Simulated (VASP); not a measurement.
**Cu: single point with PBE**

The system is Cu.

```
Cu
1.0
     0.00000    1.81357    1.81357
     1.81357    0.00000    1.81357
     1.81357    1.81357    0.00000
Cu
1
Direct
  0.00000 0.00000 0.00000
```

```json
{
 "Program": "VASP 6.6.1",
 "Task": "single point",
 "Functional": "PBE",
 "Potentials or basis": "VASP PAW PBE potentials, release 64 (Cu)",
 "Cutoff": "600 eV",
 "k mesh": "10 × 10 × 10",
 "Occupations": "gaussian, width 0.1 eV",
 "Spin": "no spin polarisation",
 "Dipole correction": "no",
 "Further INCAR settings": "ALGO = Normal; EDIFF = 1e-06; NBANDS = 12"
}
```

```
Pressure : 1.2 GPa
```

Levels at points of the mesh, in eV from the Fermi level:
```csv
k point,band 2,band 3,band 4,band 5,band 6,band 7,band 8,band 9,band 10,band 11
"(0.00, 0.00, 0.00)",-2.89,-2.89,-2.89,-2.08,-2.08,22.62,25.19,25.19,25.19,27.67
"(0.50, 0.00, 0.00)",-2.92,-2.92,-1.52,-1.52,-0.86,3.81,21.12,22.02,22.02,25.04
"(0.50, 0.50, 0.00)",-4.26,-1.54,-1.38,-1.38,1.61,7.15,13.11,13.11,17.58,20.20
```

Wall time 7.4 s on 1 thread of AMD EPYC 7R13 (shared host), peak memory 0.13 GiB.
